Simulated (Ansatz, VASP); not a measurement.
## Be3NiS4 in VASP and in Ansatz

```
Be Ni S
1.0
     4.95968    0.00000    0.00000
     0.00000    4.95968    0.00000
     0.00000    0.00000    4.95968
Be Ni S
3 1 4
Direct
  0.50000 0.50000 0.00000
  0.50000 0.00000 0.50000
  0.00000 0.50000 0.50000
  0.00000 0.00000 0.00000
  0.25941 0.25941 0.25941
  0.25941 0.74059 0.74059
  0.74059 0.25941 0.74059
  0.74059 0.74059 0.25941
```

Change from the starting cell: species swapped into the Ga4BiAs3 type (P-43m, No. 215).

Alike in both runs: functional PBE; k mesh 2 × 2 × 2; occupations gaussian, width 0.15 eV; collinear spin.

Ansatz relaxed the structure, and its values are those at the end. VASP's run is a single point on that final structure, the one shown.

|  | VASP | Ansatz |
| --- | --- | --- |
| version | VASP 6.6.1 | Ansatz 0.2.0 |
| potentials or method | VASP PAW PBE potentials, release 64 (Be, Ni, S), cutoff 520 eV | scalar-relativistic, plane waves, PAW |
| valence electrons in the cell | 40 | 48 |

```tsv
	VASP	Ansatz	Ansatz less VASP
gap on the k mesh at the Fermi level (eV)	none	none	-
pressure (GPa)	0.0	0.1	+0.05
net moment per atom (μB)	0.22	0.23	+0.005
size of the moment on the site where the two differ most (μB)	0.10	0.09	-0.012
```

Site moments also hang on the region over which each program counts them. A gap of «none» marks a metal or a gap that the smearing closes. VASP's potentials hold 40 valence electrons a cell and Ansatz's 48, so a difference there can come from the potentials and not from the codes.

The k mesh is coarse, so the values compare programs but aren't converged.
